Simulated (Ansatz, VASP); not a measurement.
SnO: VASP beside Ansatz

```
Sn O
1.0
    -3.31561    0.00000    0.00000
     0.00000   -5.70500    0.00000
     0.00000   -4.75398   11.68249
Sn O
6 6
Direct
  0.00000 0.02983 0.88369
  0.00000 0.58537 0.21702
  0.00000 0.30760 0.55036
  0.50000 0.63629 0.71702
  0.50000 0.19182 0.05036
  0.50000 0.91406 0.38369
  0.00000 0.32336 0.94958
  0.00000 0.87890 0.28291
  0.00000 0.60113 0.61624
  0.50000 0.23296 0.78291
  0.50000 0.78849 0.11624
  0.50000 0.51073 0.44958
```

Alike in both runs: task single point; functional PBEsol; k mesh 8 × 5 × 3; occupations gaussian, width 0.05 eV; no spin polarisation.

|  | VASP | Ansatz |
| --- | --- | --- |
| version | VASP 6.6.1 | Ansatz 0.2.0 |
| potentials or method | VASP PAW PBE potentials, release 64 (Sn_d, O), cutoff 520 eV | scalar-relativistic, plane waves, PAW |
| valence electrons in the cell | 120 | 120 |

|  | VASP | Ansatz | Ansatz less VASP |
| --- | --- | --- | --- |
| gap on the k mesh at the Fermi level (eV) | 0.71 | 0.74 | +0.032 |
| least direct gap on the mesh (eV) | 0.73 | 0.76 | +0.031 |
| pressure (GPa) | 3.7 | 3.4 | -0.27 |
| traceless stress, the component that is largest in VASP (GPa) | -1.59 | -1.63 | -0.046 |
| rms of the force components (eV/Å) | 0.900 | 0.883 | -0.0163 |

VASP's potentials were made for PBE, not for PBEsol. Atom by atom the forces differ by 0.039 eV/Å (rms over components). The functional is the same, so the differences come from potentials, cutoffs and numerics.
